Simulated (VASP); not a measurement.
W:

```
W
1.0
     4.71174    0.00000    0.00000
    -2.35587    4.08049    0.00000
     0.00000    0.00000    2.88850
W
3
Direct
  0.00000 0.00000 0.00000
  0.33333 0.66667 0.50000
  0.66667 0.33333 0.50000
```

| Property | Result |
| --- | --- |
| Program | VASP 6.6.1 |
| Task | relaxation of cell and atoms |
| Functional | r2SCAN |
| Potentials or basis | VASP PAW PBE potentials, release 64 (W_sv) |
| Cutoff | 600 eV |
| k mesh | 6 × 6 × 6 |
| Occupations | gaussian, width 0.1 eV |
| Spin | no spin polarisation |

At the start: pressure -27.1 GPa; volume 18.51 Å³/atom.

Question: Where does the relaxation end?

Answer: Over 10 steps the energy falls by 381.5 meV/atom and the volume is 16.35 Å³/atom (-11.7 %); space group P6/mmm (No. 191, to 0.05 Å).

Step by step:
| step | energy change (eV) | largest force (eV/Å) | pressure (GPa) | volume (Å³) |
| --- | --- | --- | --- | --- |
| 1 | 0.0000 | 0.0000 | -27.14 | 55.53 |
| 2 | 9.7597 | 0.0000 | 276.86 | 33.43 |
| 3 | -0.9656 | 0.0000 | -1.38 | 49.16 |
| 4 | -0.9926 | 0.0000 | 2.21 | 48.54 |
| 5 | -1.0036 | 0.0000 | 6.46 | 47.87 |
| 6 | -0.8682 | 0.0000 | 4.12 | 48.98 |
| 7 | -1.1362 | 0.0000 | 4.03 | 48.40 |
| 8 | -1.1363 | 0.0000 | 4.01 | 48.41 |
| 9 | -1.1011 | 0.0000 | -8.42 | 50.59 |
| 10 | -1.1444 | 0.0000 | 0.01 | 49.06 |

Final structure:
```
W
1.0
     4.69162    0.00000    0.00000
    -2.34581    4.06306    0.00000
     0.00000    0.00000    2.57376
W
3
Direct
  0.00000 0.00000 0.00000
  0.33333 0.66667 0.50000
  0.66667 0.33333 0.50000
```

Caveat: the k points lie up to 0.41 Å⁻¹ apart in the final cell; the PAW data sets were made with another functional, which shifts forces and pressure a little.
